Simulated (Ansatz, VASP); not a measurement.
## One calculation of Au, two programs

```
Au
1.0
     2.91920    0.00000    0.00000
    -1.45960    2.52811    0.00000
     0.00000    0.00000    4.91232
Au
2
Cartesian
  0.0000 1.6854 3.6842
  1.4596 0.8427 1.2281
```

Change from the starting cell: volume scaled by 1.02, crystal datasets.

Alike in both runs: task electric field gradients; functional LDA; k mesh 14 × 14 × 8; occupations fermi-dirac, width 0.03 eV; no spin polarisation.

```csv
,VASP,Ansatz
version,VASP 6.6.1,Ansatz 0.2.0
potentials or method,"VASP PAW LDA potentials, release 64 (Au), cutoff 520 eV","all-electron PAW with datasets made for the crystal, scalar-relativistic"
```

|  | VASP | Ansatz | Ansatz less VASP |
| --- | --- | --- | --- |
| pressure (GPa) | -12.6 | -13.0 | -0.37 |
| traceless stress, the component that is largest in VASP (GPa) | 0.13 | 0.25 | +0.121 |
| size of Vzz on the site where it differs most (V/Å²) | 20.6 | 8.2 | -12.48 |

LDA's correlation is that of Perdew and Zunger in VASP and of Perdew and Wang (1992) in Ansatz. Ansatz ran all-electron here, and VASP with PAW potentials.

Spin-orbit coupling is off throughout.
